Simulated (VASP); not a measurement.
# Mg in VASP: relaxation of cell and atoms with PBE

Aim: the relaxation of cell and atoms of Mg with PBE.

All numbers are computed with VASP 6.6.1; they aren't measurements. Logs are shortened: lines on timing, memory, paths and dates and some standing lists are left out, and cuts for length are marked.

### Step 1. The cell of the first run

The cell holds a disordered packing, 13 atoms: a = 6.789 Å, b = 7.393 Å, c = 7.548 Å, α = 96.38°, β = 86.58°, γ = 82.90°.

### Step 2. Relaxation of cell and atoms, PBE

Contents of INCAR:

```
PREC     = Accurate       # precision mode
ENCUT    = 600            # plane-wave cutoff, eV
EDIFF    = 1E-6           # SCF threshold, eV
ISMEAR   = 0              # smearing method
SIGMA    = 0.1            # smearing width, eV
LREAL    = F              # projectors in reciprocal space
LASPH    = T              # aspherical terms in the spheres
NELM     = 60             # most SCF steps
ALGO     = Normal         # electronic algorithm
ISIF     = 3              # what is computed and relaxed
LWAVE    = F              # write WAVECAR
LCHARG   = F              # write CHGCAR
GGA      = PE             # functional
IBRION   = 2              # ionic algorithm
NSW      = 90             # ionic steps
EDIFFG   = -0.04          # ionic threshold
ISYM     = 0
```

Contents of KPOINTS:

```
Automatic mesh
0
Gamma
  2 2 2
  0.5 0.5 0.5
```

Contents of POSCAR:

```
Mg
1.0
    6.7709190000      0.4457710000      0.2267150000
    0.4457710000      7.3678750000     -0.4230050000
    0.2267150000     -0.4230050000      7.5328780000
Mg
13
Direct
    0.4030204340      0.9826290162      0.7903993274
    0.1616126447      0.4120830537      0.4083729225
    0.5002459788      0.2056989829      0.1791165376
    0.7172848083      0.4998260449      0.3604258484
    0.0634246947      0.6543554424      0.7312846707
    0.2067807836      0.3758939012      0.9481377264
    0.7554270910      0.8013052913      0.0313788122
    0.7151357851      0.9921473175      0.4231579135
    0.2903733293      0.7526558517      0.1989242008
    0.1219425172      0.0345282763      0.4900704742
    0.9336855112      0.1756855256      0.1720723666
    0.7088084446      0.2085247139      0.7938886172
    0.4843604164      0.5689266190      0.7762804963
```

Potentials or basis: VASP PAW PBE potentials, release 64 (Mg).

On the command line:

```
> cat potpaw_PBE.64/Mg/POTCAR > POTCAR
> mpirun -np 1 vasp_std > vasp.out
```

OUTCAR:

```text
PREC = Accurate
   ENCUT = 600
   EDIFF = 1E-6
   ISMEAR = 0
   LREAL = F
   LASPH = T
   NELM = 60
   ISIF = 3
   GGA = PE
   IBRION = 2
   NSW = 90
   EDIFFG = -0.04
   ISYM = 0

 ion  position               nearest neighbor table
   1  0.403  0.983  0.790-  12 2.82  13 3.03  10 3.08   6 3.12   7 3.33   3 3.35   8 3.40   5 3.56

   2  0.162  0.412  0.408-   5 2.85   3 2.95  10 2.97  11 2.99   4 3.06   9 3.30   6 3.45
   3  0.500  0.206  0.179-   8 2.90  11 2.92   2 2.95   6 2.98   4 3.02  12 3.16   7 3.31   1 3.35

   4  0.717  0.500  0.360-  11 2.84   3 3.02   2 3.06  13 3.39   7 3.54   9 3.60   8 3.62
   5  0.063  0.654  0.731-   2 2.85   6 2.88  13 2.90   7 3.00   1 3.56  10 3.56
   6  0.207  0.376  0.948-  13 2.84   5 2.88   3 2.98  11 3.06   1 3.12   9 3.32   2 3.45  12 3.56

   7  0.755  0.801  0.031-   5 3.00   8 3.11  13 3.24  11 3.25   3 3.31   1 3.33   9 3.41   4 3.54

   8  0.715  0.992  0.423-  10 2.89  11 2.89   3 2.90  12 3.06   7 3.11   1 3.40   4 3.62
   9  0.290  0.753  0.199-  10 2.93   2 3.30   6 3.32   7 3.41  13 3.44   4 3.60
  10  0.122  0.035  0.490-   8 2.89   9 2.93   2 2.97  11 3.01   1 3.08  12 3.53   5 3.56
  11  0.934  0.176  0.172-   4 2.84   8 2.89   3 2.92   2 2.99  10 3.01   6 3.06   7 3.25  12 3.33

  12  0.709  0.209  0.794-   1 2.82  13 2.92   8 3.06   3 3.16  11 3.33  10 3.53   6 3.56
  13  0.484  0.569  0.776-   6 2.84   5 2.90  12 2.92   1 3.03   7 3.24   4 3.39   9 3.44

IMPORTANT INFORMATION: All symmetrisations will be switched off!
NOSYMM: (Re-)initialisation of all symmetry stuff for point group C_1.

----------------------------------------------------------------------------------------

                                     Primitive cell

  volume of cell :     372.6222

  direct lattice vectors                    reciprocal lattice vectors
     6.770919000  0.445771000  0.226715000     0.148467721 -0.009269013 -0.004988890
     0.445771000  7.367875000 -0.423005000    -0.009269013  0.136742002  0.007957646
     0.226715000 -0.423005000  7.532878000    -0.004988890  0.007957646  0.133348394

  length of vectors
     6.789363415  7.393458394  7.548151024     0.148840411  0.137286612  0.133678746

  position of ions in fractional coordinates (direct lattice)
     0.403020434  0.982629016  0.790399327
     0.161612645  0.412083054  0.408372922
     0.500245979  0.205698983  0.179116538
     0.717284808  0.499826045  0.360425848
     0.063424695  0.654355442  0.731284671
     0.206780784  0.375893901  0.948137726
     0.755427091  0.801305291  0.031378812
     0.715135785  0.992147317  0.423157913
     0.290373329  0.752655852  0.198924201
     0.121942517  0.034528276  0.490070474
     0.933685511  0.175685526  0.172072367
     0.708808445  0.208524714  0.793888617
     0.484360416  0.568926619  0.776280496

  ion indices of the primitive-cell ions
   primitive index   ion index
                 1           1
                 2           2
                 3           3
                 4           4
                 5           5
                 6           6
                 7           7
                 8           8
                 9           9
                10          10
                11          11
                12          12
                13          13

----------------------------------------------------------------------------------------

 KPOINTS: Automatic mesh

Automatic generation of k-mesh.
 Grid dimensions read from file:
 generate k-points for:    2    2    2

 Generating k-lattice:

  Cartesian coordinates                     Fractional coordinates (reciprocal lattice)
     0.074233861 -0.004634507 -0.002494445     0.500000000  0.000000000  0.000000000
    -0.004634507  0.068371001  0.003978823     0.000000000  0.500000000  0.000000000
    -0.002494445  0.003978823  0.066674197     0.000000000 -0.000000000  0.500000000

  Length of vectors
     0.074420205  0.068643306  0.066839373

  Shift w.r.t. Gamma in fractional coordinates (k-lattice)
     0.500000000  0.500000000  0.500000000

 Subroutine IBZKPT returns following result:
 ===========================================

 Found      4 irreducible k-points:

 Following reciprocal coordinates:
            Coordinates               Weight
  0.250000  0.250000  0.250000      2.000000
 -0.250000  0.250000  0.250000      2.000000
  0.250000 -0.250000  0.250000      2.000000
 -0.250000 -0.250000  0.250000      2.000000
   k-points           NKPTS =      4   k-points in BZ     NKDIM =      4   number of bands    NBANDS=     20
   number of dos      NEDOS =    301   number of ions     NIONS =     13
   total plane-waves  NPLWV = 194400
   dimension x,y,z NGX =    54 NGY =   60 NGZ =   60
   dimension x,y,z NGXF=   108 NGYF=  120 NGZF=  120
   ions per type =              13
   NGX,Y,Z   is equivalent  to a cutoff of  13.22, 13.49, 13.21 a.u.
   NGXF,Y,Z  is equivalent  to a cutoff of  26.45, 26.98, 26.43 a.u.
 SYSTEM =  unknown system
   PREC   = accura    normal or accurate (medium, high low for compatibility)
   ISTART =      0    job   : 0-new  1-cont  2-samecut
   ICHARG =      2    charge: 1-file 2-atom 10-const
   ISPIN  =      1    spin polarized calculation?
   LNONCOLLINEAR =      F non collinear calculations
   LSORBIT =      F    spin-orbit coupling
   LASPH  =      T    aspherical Exc in radial PAW
   ENCUT  =  600.0 eV  44.10 Ry    6.64 a.u.  13.56 14.77 15.08*2*pi/ulx,y,z
   NELM   =     60;   NELMIN=  2; NELMDL= -5     # of ELM steps
   EDIFF  = 0.1E-05   stopping-criterion for ELM
   LREAL  =      F    real-space projection
   EDIFFG = -.4E-01   stopping-criterion for IOM
   NSW    =     90    number of steps for IOM
   IBRION =      2    ionic relax: 0-MD 1-quasi-New 2-CG
   NFREE  =      1    steps in history (QN), initial steepest desc. (CG)
   ISIF   =      3    stress and relaxation
   ISYM   =      0    0-nonsym 1-usesym 2-fastsym
   POTIM  = 0.5000    time-step for ionic-motion
   TEBEG  =    0.0;   TEEND  =   0.0 temperature during run
   PSTRESS=    0.0 pullay stress
   NELECT =      26.0000    total number of electrons
   NUPDOWN=      -1.0000    fix difference up-down
   EMIN   =  10.00;   EMAX   =-10.00  energy-range for DOS
   EFERMI =   0.00;   METHOD = LEGACY
   ISMEAR =     0;   SIGMA  =   0.10  broadening in eV -4-tet -1-fermi 0-gaus
   EFERMI_NEDOS =   21; number of points for ismear=-14 and -15
   IALGO  =     38    algorithm
   IMIX   =      4    mixing-type and parameters
     AMIX     =   0.40;   BMIX     =  1.00
     AMIX_MAG =   1.60;   BMIX_MAG =  1.00
  volume/ion in A,a.u.               =      28.66       193.43
  Fermi-wavevector in a.u.,A,eV,Ry     =   0.673974  1.273626  6.180320  0.454241
  Thomas-Fermi vector in A             =   1.750554
   LORBIT       =      0    0 simple, 1 ext, 2 COOP (PROOUT), +10 PAW based schemes
   GGA     = PE    functional components
   LHFCALC =     F    Hartree Fock is set to
   AEXX    =    0.0000 exact exchange contribution
   IVDW    =     0    specifies the selected vdW correction
   LEPSILON=     F    determine dielectric tensor
   LRPA    =     F    only Hartree local field effects (RPA)
 conjugate gradient relaxation of ions
 non-spin polarized calculation
 Gauss-broadening in eV      SIGMA  =   0.10
  energy-cutoff  :      600.00
  volume of cell :      372.62
 maximum number of plane-waves:     12461
 NGX is ok and might be reduce to    54
   NGX = 27   NGY = 29   NGZ = 31

--------------------------------------- Ionic step        1  -------------------------------------------

 number of electron      26.0000000 magnetization

 Free energy of the ion-electron system (eV)
  ---------------------------------------------------
  ext. energy  EPLUGINS =         0.00000000
  ---------------------------------------------------
  free energy    TOTEN  =       -15.11892401 eV

  energy without entropy =      -15.07160708  energy(sigma->0) =      -15.09526554

------------------------ aborting loop because EDIFF is reached ----------------------------------------

  FORCE on cell =-STRESS in cart. coord.  units (eV):
  Direction    XX          YY          ZZ          XY          YZ          ZX
  --------------------------------------------------------------------------------------
  -------------------------------------------------------------------------------------
  Total       -2.6958656      0.2168329     -3.0653850     -0.2755593     -1.1013386      1.5533303
  in kB      -11.5915119      0.9323245    -13.1803478     -1.1848324     -4.7354660      6.6789110
  external PRESSURE =      -7.9465117 kB  Pullay stress =       0.0000000 kB
[... 122 lines left out ...]
  FREE ENERGIE OF THE ION-ELECTRON SYSTEM (eV)
  ---------------------------------------------------
  free  energy   TOTEN  =       -16.1418807843 eV

  energy  without entropy=      -16.1047678892  energy(sigma->0) =      -16.12332434

[... ionic steps 4 to 73 ...]

--------------------------------------- Ionic step       74  -------------------------------------------

 number of electron      26.0000000 magnetization

------------------------ aborting loop because EDIFF is reached ----------------------------------------

  FORCE on cell =-STRESS in cart. coord.  units (eV):
  Direction    XX          YY          ZZ          XY          YZ          ZX
  --------------------------------------------------------------------------------------
  -------------------------------------------------------------------------------------
  Total        0.0941410     -0.0722894     -0.1168742      0.0487252     -0.1016470     -0.1394990
  in kB        0.4879691     -0.3747039     -0.6058045      0.2525616     -0.5268759     -0.7230773
  external PRESSURE =      -0.1641798 kB  Pullay stress =       0.0000000 kB
[... 79 lines left out ...]
  energy  without entropy=      -19.7868606628  energy(sigma->0) =      -19.79107202

--------------------------------------- Ionic step       76  -------------------------------------------

 number of electron      26.0000000 magnetization

 Free energy of the ion-electron system (eV)
  ---------------------------------------------------
  ext. energy  EPLUGINS =         0.00000000
  ---------------------------------------------------
  free energy    TOTEN  =       -19.79655684 eV

  energy without entropy =      -19.78818035  energy(sigma->0) =      -19.79236859

 E-fermi :   2.4411     XC(G=0):  -8.3648

 val. band max:        2.3309113566   @ k =  -0.2500  -0.2500   0.2500
 cond. band min:       2.5512954838   @ k =   0.2500  -0.2500   0.2500
 fundamental gap:      0.2203841272
 Fermi energy:         2.4411034203

 k-point     1 :       0.2500    0.2500    0.2500
  band No.  band energies     occupation
      1      -3.8885      2.00000
      2      -2.2751      2.00000
      3      -2.1761      2.00000
      4      -0.6261      2.00000
      5      -0.4751      2.00000
      6      -0.4415      2.00000
[... 12 lines left out ...]
     19       4.5862      0.00000
     20       4.7809      0.00000

 k-point     2 :      -0.2500    0.2500    0.2500
  band No.  band energies     occupation
      1      -3.4703      2.00000
      2      -2.6950      2.00000
      3      -2.5992      2.00000
      4      -1.6376      2.00000
      5      -1.4212      2.00000
      6       0.6818      2.00000
[... 12 lines left out ...]
     19       3.9013      0.00000
     20       4.2299      0.00000

 k-point     3 :       0.2500   -0.2500    0.2500
  band No.  band energies     occupation
      1      -3.7075      2.00000
      2      -2.7525      2.00000
      3      -1.9690      2.00000
      4      -1.2532      2.00000
      5      -0.9477      2.00000
      6      -0.7377      2.00000
[... 12 lines left out ...]
     19       4.2650      0.00000
     20       4.4519      0.00000

 k-point     4 :      -0.2500   -0.2500    0.2500
  band No.  band energies     occupation
      1      -3.7009      2.00000
      2      -2.8005      2.00000
      3      -1.9288      2.00000
      4      -1.2793      2.00000
      5      -0.9159      2.00000
      6      -0.7151      2.00000
[... 12 lines left out ...]
     19       4.4138      0.00000
     20       4.4930      0.00000
[... 38 lines left out ...]
  FREE ENERGIE OF THE ION-ELECTRON SYSTEM (eV)
  ---------------------------------------------------
  free  energy   TOTEN  =       -19.7965568387 eV

  energy  without entropy=      -19.7881803487  energy(sigma->0) =      -19.79236859

 reached required accuracy - stopping structural energy minimisation
```

It took 25 min on 1 thread of AMD EPYC 9R45 (Zen 5), shared host; peak memory 0.44 GiB.

What came out:

| Property | Result |
| --- | --- |
| Free energy | -19.7966 eV |
| Relaxed volume | 23.76 Å³/atom |
| Relaxed cell | a = 5.379 Å, b = 7.701 Å, c = 7.830 Å, α = 89.40°, β = 77.25°, γ = 77.78° |
| Space group after relaxing (to 0.1 Å) | P1 (No. 1) |
| Energy gained by relaxing | 359.8 meV/atom |
| Ionic steps | 76 |
| Pressure after relaxing | 0.0 GPa |
| Largest force after relaxing | 0.028 eV/Å |
| Band gap on the k mesh | zero (bands 13 and 14 overlap by 0.72 eV) |

Forces on the atoms (eV/Å):
```
Mg  -0.010 -0.002 -0.012
Mg  -0.003 -0.006  0.015
Mg  -0.003 -0.016  0.003
Mg  -0.005  0.015  0.008
Mg   0.007  0.002 -0.003
Mg  -0.026 -0.009  0.005
Mg   0.012  0.000 -0.009
Mg   0.014  0.019 -0.007
Mg   0.002 -0.006  0.016
Mg   0.006 -0.005 -0.007
Mg   0.005  0.011 -0.001
Mg  -0.004 -0.002 -0.001
Mg   0.005 -0.001 -0.006
```

The path:
```tsv
step	energy change (eV)	largest force (eV/Å)	pressure (GPa)	volume (Å³)
1	0.0000	0.9910	-0.79	372.62
3	-1.0230	0.7164	0.18	342.23
5	-1.3753	0.8586	0.50	333.47
7	-2.1817	0.6442	-0.32	334.45
9	-1.2624	1.5720	1.61	335.01
11	-2.8094	0.5458	0.20	331.59
13	-3.0691	0.5625	-0.18	331.50
15	-3.3831	0.4844	-0.17	325.30
17	-3.6180	0.4308	0.18	318.48
19	-3.8178	0.3900	-0.13	319.96
21	-3.9200	0.2865	-0.08	318.18
23	-4.0099	0.2645	0.23	314.08
25	-4.1120	0.2473	-0.16	316.35
27	-4.1800	0.2568	-0.22	315.84
29	-4.2662	0.2304	0.10	311.43
31	-4.3544	0.2496	-0.17	312.61
33	-4.4395	0.2195	0.09	309.42
35	-4.4876	0.1755	-0.15	311.43
37	-4.5101	0.1010	0.03	309.57
39	-4.5214	0.0835	-0.01	309.85
41	-4.5302	0.1096	-0.03	310.04
43	-4.5382	0.1631	0.03	309.51
45	-4.5572	0.2367	0.07	308.91
47	-4.5805	0.1710	-0.06	310.06
49	-4.5971	0.1136	0.06	308.80
51	-4.6136	0.1199	-0.01	309.31
53	-4.6257	0.0811	-0.02	309.40
55	-4.6312	0.0858	0.01	309.01
57	-4.6392	0.0764	0.00	308.93
59	-4.6469	0.0720	0.01	308.78
61	-4.6543	0.0884	0.00	308.78
63	-4.6552	0.1000	0.01	308.78
65	-4.6627	0.0604	-0.01	308.97
67	-4.6635	0.0649	-0.02	309.06
69	-4.6669	0.0575	0.02	308.80
71	-4.6719	0.0567	-0.01	309.10
73	-4.6749	0.0432	0.02	308.86
75	-4.6764	0.0456	-0.01	309.06
76	-4.6776	0.0279	0.00	308.91
```

Final structure:
```
CELL_PARAMETERS angstrom
5.27993 0.72265 0.72767
0.60717 7.67680 0.02318
0.68513 0.00510 7.79967
ATOMIC_POSITIONS crystal
Mg 0.40865 0.03395 0.74158
Mg 0.27148 0.40150 0.57398
Mg 0.45288 0.28323 0.12329
Mg 0.82696 0.39448 0.37032
Mg 0.00935 0.79507 0.71048
Mg 0.97681 0.49563 0.98922
Mg 0.59903 0.87894 0.05950
Mg 0.70501 0.80161 0.42044
Mg 0.26831 0.65192 0.26085
Mg 0.18361 0.03862 0.41574
Mg 0.01550 0.06020 0.08393
Mg 0.82580 0.22310 0.74852
Mg 0.51872 0.60602 0.80566
```

Caveat: the k points lie up to 0.61 Å⁻¹ apart in the final cell, too coarse for converged energies and pressures of a metal; the volume moved by over 15 % at a fixed basis, so the end points are rough.
